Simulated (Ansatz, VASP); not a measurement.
## Two plane-wave programs on Ni

INCAR

```
  ALGO = Normal
  EDIFF = 1E-6
  ENCUT = 520
  GGA = CA
  ISIF = 2
  ISMEAR = -1
  LASPH = T
  LCHARG = F
  LREAL = F
  LWAVE = F
  NBANDS = 11
  NELM = 60
  PREC = Accurate
  SIGMA = 0.1
```

Contents of KPOINTS:

```
k-points
0
Gamma
  16 16 16
```

POSCAR

```
Ni
1.0
    0.0000000000      1.7136382935      1.7136382935
    1.7136382935      0.0000000000      1.7136382935
    1.7136382935      1.7136382935      0.0000000000
Ni
1
Direct
    0.0000000000      0.0000000000      0.0000000000
```

Input for Ansatz:

```yaml
crystal:
  lattice:
    - [0.0, 1.7136382935, 1.7136382935]
    - [1.7136382935, 0.0, 1.7136382935]
    - [1.7136382935, 1.7136382935, 0.0]
  atoms:
    - { symbol: Ni, position: [0.0, 0.0, 0.0] }
kpoints:
  mp_grid: { grid: [16, 16, 16] }
scf:
  occupations: { method: fermi_dirac, width: 0.1 }
hamiltonian:
  xc: lda
  pseudopotentials: { kind: paw }
output:
  forces: true
  stress: true
  eigenvalues: true
```

Change from the starting cell: volume scaled by 0.92, no spin polarisation, PAW files.

Alike in both runs: task single point; functional LDA; k mesh 16 × 16 × 16; occupations fermi-dirac, width 0.1 eV; no spin polarisation.

|  | VASP | Ansatz |
| --- | --- | --- |
| version | VASP 6.6.1 | Ansatz 0.2.0 |
| potentials or method | VASP PAW LDA potentials, release 64 (Ni) | PAW with Ansatz's default frozen-core files, scalar-relativistic |
| plane-wave cutoff (eV) | 520 | 420 |
| valence electrons in the cell | 10 | 18 |

|  | VASP | Ansatz | Ansatz less VASP |
| --- | --- | --- | --- |
| pressure (GPa) | -1.3 | -1.3 | +0.04 |

LDA's correlation is that of Perdew and Zunger in VASP and of Perdew and Wang (1992) in Ansatz. VASP's potentials hold 10 valence electrons a cell and Ansatz's 18, so a difference there can come from the potentials and not from the codes.
